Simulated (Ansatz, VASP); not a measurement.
Two plane-wave programs on Si

```xyz
2
Lattice="-2.2510 2.3685 1.3005 2.2510 -2.3685 1.3005 2.2510 2.3685 -1.3005" Properties=species:S:1:pos:R:3 pbc="T T T"
Si    0.0000    1.1843    1.4488
Si    2.2510    1.1843   -0.1483
```

Change from the starting cell: zz strain of +2 %, PAW files.

Alike in both runs: task electric field gradients; functional PBE; k mesh 16 × 16 × 16; occupations fermi-dirac, width 0.05 eV; no spin polarisation.

|  | VASP | Ansatz |
| --- | --- | --- |
| version | VASP 6.6.1 | Ansatz 0.2.0 |
| potentials or method | VASP PAW PBE potentials, release 64 (Si) | PAW with Ansatz's default frozen-core files, scalar-relativistic |
| plane-wave cutoff (eV) | 520 | 420 |
| valence electrons in the cell | 8 | 8 |

VASP gave:

| Property | Result |
| --- | --- |
| pressure (GPa) | 12.6 |
| traceless stress, the component that is largest in VASP (GPa) | 3.40 |
| rms of the force components (eV/Å) | 0.014 |
| size of Vzz on the site where it differs most (V/Å²) | 28.4 |

Estimate Ansatz's values.

pressure (GPa): 12.7; traceless stress, the component that is largest in VASP (GPa): 3.42; rms of the force components (eV/Å): 0.012; size of Vzz on the site where it differs most (V/Å²): 28.0.

Atom by atom the forces differ by 0.002 eV/Å (rms over components). With one functional, cell and mesh, what is left measures potentials, basis and numerics.
